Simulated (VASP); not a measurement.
HfMoC2, 4 atoms in the cell. Symmetry: P4/mmm, No. 123, tetragonal system. Conventional cell: a = 3.170 Å, b = 3.170 Å, c = 4.455 Å, α = 90.00°, β = 90.00°, γ = 90.00°. Hf (site symmetry 4/mmm) has 6 C at 2.23 to 2.24 Å within 2.9 Å. Within 2.9 Å of Mo (site symmetry 4/mmm) lie 6 C at 2.23 to 2.24 Å. C (site symmetry 4/mmm) has 2 Mo at 2.23 Å and 4 Hf at 2.24 Å within 2.9 Å. C (site symmetry 4/mmm) has 2 Hf at 2.23 Å and 4 Mo at 2.24 Å within 2.9 Å. 

| Property | Result |
| --- | --- |
| Program | VASP 6.6.1 |
| Task | single point |
| Functional | LDA |
| Potentials or basis | VASP PAW LDA potentials, release 64 (Hf_pv, Mo_sv, C) |
| Cutoff | 520 eV |
| k mesh | 8 × 8 × 6 |
| Occupations | fermi-dirac, width 0.05 eV |
| Spin | no spin polarisation |
| Dipole correction | no |
| Further INCAR settings | ALGO = Normal; EDIFF = 1e-06; NBANDS = 24 |

Potentials or basis: VASP PAW LDA potentials, release 64 (Hf_pv, Mo_sv, C).

Command:

```bash
$ cat potpaw_LDA.64/Hf_pv/POTCAR potpaw_LDA.64/Mo_sv/POTCAR potpaw_LDA.64/C/POTCAR > POTCAR
$ mpirun -np 1 vasp_std > vasp.out
```

Hardware: 1 thread of Intel Xeon 8259CL, with other jobs on the host.

Question: How long does it take, and how much memory?

Answer: Wall time 71 s on 1 thread of Intel Xeon 8259CL, with other jobs on the host, peak memory 0.19 GiB. Counts: scf iterations 14, k points 60.
